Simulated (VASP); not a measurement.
# Sn in VASP: further runs

The runs below take Sn through single point, with LDA.

Everything below comes from runs of VASP 6.6.1. Logs are shortened: lines on timing, memory, paths and dates and some standing lists are left out, and cuts for length are marked.

## 1. The cell of the first run

The cell holds a slab with vacuum, 7 atoms: a = 3.123 Å, b = 4.381 Å, c = 27.280 Å, α = 90.00°, β = 90.00°, γ = 110.88°.

## 2. Single point, LDA

Contents of INCAR:

```
SYSTEM = Sn
PREC = Accurate ; ENCUT = 520
EDIFF = 1E-6 ; ISMEAR = 0
SIGMA = 0.1 ; LREAL = .False.
LASPH = .True. ; NELM = 80
ALGO = Normal ; ISIF = 2
LWAVE = .False. ; LCHARG = .True.
LDIPOL = .True. ; IDIPOL = 3
DIPOL = 0.5 0.5 0.500 ; GGA = CA
LELF = .True. ; LVHAR = .True.
LVACPOTAV = .True. ; NBANDS = 58
```

Contents of KPOINTS:

```
Automatic mesh
0
Gamma
  12 9 1
  0 0 0
```

Contents of POSCAR:

```
Sn
1.0
    3.1228666274      0.0000000000      0.0000000000
   -1.5614333137      4.0931969065      0.0000000000
    0.0000000000      0.0000000000     27.2795907195
Sn
7
Direct
    0.5000000000      0.0000000000      0.2766374769
    0.5000000000      0.5000000000      0.3481308435
    0.0000000000      0.0000000000      0.4257682178
    0.0000000000      0.5000000000      0.5000795811
    0.5000000000      0.0000000000      0.5742773816
    0.5000000000      0.5000000000      0.6518584738
    0.0000000000      0.0000000000      0.7232480253
```

Potentials or basis: VASP PAW LDA potentials, release 64 (Sn_d).

Run with:

```
> cat potpaw_LDA.64/Sn_d/POTCAR > POTCAR
> mpirun -np 1 vasp_std > vasp.out
```

OUTCAR:

```text
SYSTEM = Sn
   PREC = Accurate
   ENCUT = 520
   EDIFF = 1E-6
   ISMEAR = 0
   LREAL = .False.
   LASPH = .True.
   NELM = 80
   ISIF = 2
   GGA = CA

 ion  position               nearest neighbor table
   1  0.500  0.000  0.277-   2 2.93   2 2.93   2 3.67   2 3.67
   2  0.500  0.500  0.348-   1 2.93   1 2.93   3 3.05   3 3.05   1 3.67   1 3.67
   3  0.000  0.000  0.426-   4 2.98   4 2.98   2 3.05   2 3.05   4 3.71   4 3.71
   4  0.000  0.500  0.500-   5 2.98   5 2.98   3 2.98   3 2.98   5 3.71   5 3.71   3 3.71   3 3.71

   5  0.500  0.000  0.574-   4 2.98   4 2.98   6 3.05   6 3.05   4 3.71   4 3.71
   6  0.500  0.500  0.652-   7 2.93   7 2.93   5 3.05   5 3.05   7 3.67   7 3.67
   7  0.000  0.000  0.723-   6 2.93   6 2.93   6 3.67   6 3.67

  LATTYP: Found a base centered orthorhombic cell.
 ALAT       =     3.1228666274
 B/A-ratio  =     2.6214356198
 C/A-ratio  =     8.7354325286

  Lattice vectors:

 A1 = (   1.5614333137,  -4.0931969065,   0.0000000000)
 A2 = (   1.5614333137,   4.0931969065,   0.0000000000)
 A3 = (   0.0000000000,   0.0000000000,  27.2795907195)

Analysis of symmetry for initial positions (statically):
=====================================================================
 Subroutine PRICEL returns:
 Original cell was already a primitive cell.

 Routine SETGRP: Setting up the symmetry group for a
 base centered orthorhombic supercell.

 Subroutine GETGRP returns: Found  2 space group operations
 (whereof  2 operations were pure point group operations)
 out of a pool of  8 trial point group operations.

The static configuration has the point symmetry C_2 .

Analysis of symmetry for dynamics (positions and initial velocities):
=====================================================================
 Subroutine PRICEL returns:
 Original cell was already a primitive cell.

 Routine SETGRP: Setting up the symmetry group for a
 base centered orthorhombic supercell.

 Subroutine GETGRP returns: Found  2 space group operations
 (whereof  2 operations were pure point group operations)
 out of a pool of  8 trial point group operations.

The dynamic configuration has the point symmetry C_2 .

 Subroutine INISYM returns: Found  2 space group operations
[... 132 lines left out ...]
   NSW    =      0    number of steps for IOM
   IBRION =     -1    ionic relax: 0-MD 1-quasi-New 2-CG
   NFREE  =      0    steps in history (QN), initial steepest desc. (CG)
   ISIF   =      2    stress and relaxation
   ISYM   =      2    0-nonsym 1-usesym 2-fastsym
   POTIM  = 0.5000    time-step for ionic-motion
   TEBEG  =    0.0;   TEEND  =   0.0 temperature during run
   PSTRESS=    0.0 pullay stress
   NELECT =      98.0000    total number of electrons
   NUPDOWN=      -1.0000    fix difference up-down
   EMIN   =  10.00;   EMAX   =-10.00  energy-range for DOS
   EFERMI =   0.00;   METHOD = LEGACY
   ISMEAR =     0;   SIGMA  =   0.10  broadening in eV -4-tet -1-fermi 0-gaus
   EFERMI_NEDOS =   21; number of points for ismear=-14 and -15
   IALGO  =     38    algorithm
   IMIX   =      4    mixing-type and parameters
     AMIX     =   0.40;   BMIX     =  1.00
     AMIX_MAG =   1.60;   BMIX_MAG =  1.00
  volume/ion in A,a.u.               =      49.81       336.16
  Fermi-wavevector in a.u.,A,eV,Ry     =   1.072339  2.026427 15.645496  1.149912
  Thomas-Fermi vector in A             =   2.208106
   LORBIT       =      0    0 simple, 1 ext, 2 COOP (PROOUT), +10 PAW based schemes
   GGA     = CA    functional components
   LHFCALC =     F    Hartree Fock is set to
   AEXX    =    0.0000 exact exchange contribution
   IVDW    =     0    specifies the selected vdW correction
   LEPSILON=     F    determine dielectric tensor
   LRPA    =     F    only Hartree local field effects (RPA)
 non-spin polarized calculation
 Gauss-broadening in eV      SIGMA  =   0.10
  energy-cutoff  :      520.00
  volume of cell :      348.70
 maximum number of plane-waves:      9434
   NGX = 11   NGY = 17   NGZ =101

 dipolmoment           0.000000      0.000000     -0.000027 electrons x Angstroem

 number of electron      97.9999997 magnetization

 dipolmoment           0.000000      0.000000      0.000070 electrons x Angstroem

 Free energy of the ion-electron system (eV)
  ---------------------------------------------------
  ext. energy  EPLUGINS =         0.00000000
  ---------------------------------------------------
  free energy    TOTEN  =       -30.34523673 eV

  energy without entropy =      -30.33298418  energy(sigma->0) =      -30.33911045

 E-fermi :   2.1720     XC(G=0):  -6.2802

 val. band max:        2.1663533296   @ k =   0.0000   0.1111   0.0000
 cond. band min:       2.2178417715   @ k =   0.1667   0.1111   0.0000
 fundamental gap:      0.0514884419
 Fermi energy:         2.1720308110

 k-point     1 :       0.0000    0.0000    0.0000
  band No.  band energies     occupation
      1     -19.3945      2.00000
      2     -19.3525      2.00000
      3     -19.3429      2.00000
      4     -19.3278      2.00000
      5     -19.3003      2.00000
      6     -19.2874      2.00000
[... 1453 lines left out ...]
     57       4.9328      0.00000
     58       6.4284      0.00000

 [... further k-points ...]

------------------------ aborting loop because EDIFF is reached ----------------------------------------

  FORCE on cell =-STRESS in cart. coord.  units (eV):
  Direction    XX          YY          ZZ          XY          YZ          ZX
  --------------------------------------------------------------------------------------
  -------------------------------------------------------------------------------------
  Total       -1.0227078     -1.8452810     -0.2333290      0.0347122      0.0000000      0.0000000
  in kB       -4.6990299     -8.4785028     -1.0720757      0.1594920      0.0000000      0.0000000
  external PRESSURE =      -4.7498695 kB  Pullay stress =       0.0000000 kB

 VOLUME and BASIS-vectors are now :
 -----------------------------------------------------------------------------
  energy-cutoff  :      520.00
  volume of cell :      348.70
      direct lattice vectors                 reciprocal lattice vectors
     3.122866627  0.000000000  0.000000000     0.320218607  0.122153908  0.000000000
    -1.561433314  4.093196907  0.000000000     0.000000000  0.244307817  0.000000000
     0.000000000  0.000000000 27.279590719     0.000000000  0.000000000  0.036657441

 POSITION                                       TOTAL-FORCE (eV/Angst)
 -----------------------------------------------------------------------------------
      1.56143      0.00000      7.54656        -0.000000      0.000000     -0.001540
      0.78072      2.04660      9.49687        -0.000000      0.000000      0.018704
      0.00000      0.00000     11.61478         0.000000      0.000000      0.002711
     -0.78072      2.04660     13.64197         0.000000      0.000000      0.002346
      1.56143      0.00000     15.66605        -0.000000      0.000000     -0.003234
      0.78072      2.04660     17.78243        -0.000000      0.000000     -0.017420
      0.00000      0.00000     19.72991        -0.000000      0.000000     -0.001567
 -----------------------------------------------------------------------------------
    total drift:                                0.000000      0.000000      0.000143

  FREE ENERGIE OF THE ION-ELECTRON SYSTEM (eV)
  ---------------------------------------------------
  free  energy   TOTEN  =       -30.3452367301 eV

  energy  without entropy=      -30.3329841766  energy(sigma->0) =      -30.33911045

 vacuum level on the upper side and lower side of the slab         6.633         6.632
```

OSZICAR:

```text
N       E                     dE             d eps       ncg     rms          rms(c)
DAV:   1     0.106550325795E+04    0.10655E+04   -0.49539E+04  6886   0.216E+03
DAV:   2     0.135402623136E+03   -0.93010E+03   -0.91332E+03  6404   0.587E+02
DAV:   3    -0.201797724650E+02   -0.15558E+03   -0.15188E+03  7144   0.220E+02
[... 18 lines left out ...]
DAV:  22    -0.303452251716E+02   -0.24058E-04   -0.13548E-06  4410   0.101E-02    0.846E-04
DAV:  23    -0.303452314019E+02   -0.62303E-05   -0.26765E-07  4328   0.920E-03    0.339E-04
DAV:  24    -0.303452348865E+02   -0.34846E-05   -0.13883E-07  4084   0.261E-03    0.375E-04
DAV:  25    -0.303452364763E+02   -0.15898E-05   -0.91752E-08  4012   0.213E-03    0.141E-04
DAV:  26    -0.303452367301E+02   -0.25386E-06   -0.17270E-08  3900   0.121E-03
   1 F= -.30345237E+02 E0= -.30339110E+02  d E =-.122526E-01
```

stdout:

```text
POSCAR found type information on POSCAR Sn
 POSCAR found :  1 types and       7 ions
 scaLAPACK will be used
 LDA part: xc-table for (Slater(with rela. corr.)+CA(PZ))
 , standard interpolation
 -----------------------------------------------------------------------------
[... 33 lines left out ...]
|     Did not find any points to average over, which means that no vacuum     |
|     field-free region was found. Please increase the size of  your cell     |
|     in the dimension of the dipole correction to obtain accurate            |
|     workfunction values.                                                    |
|                                                                             |
 -----------------------------------------------------------------------------
```

Wall time 14 min (1 thread of Intel Xeon 6975P-C (Granite Rapids), shared host); peak memory 0.84 GiB.

Results:

| Item | Value |
| --- | --- |
| Free energy | -30.3452 eV |
| Largest force | 0.019 eV/Å |
| Band gap on the k mesh | zero (bands 49 and 50 overlap by 2.23 eV) |

Forces on the atoms (eV/Å):
```
Sn   0.000  0.000 -0.002
Sn   0.000  0.000  0.019
Sn   0.000  0.000  0.003
Sn   0.000  0.000  0.002
Sn   0.000  0.000 -0.003
Sn   0.000  0.000 -0.017
Sn   0.000  0.000 -0.002
```

Caveat: spin-orbit coupling is left out, which moves the levels of the heavy elements.

[end of part 1 of 2]
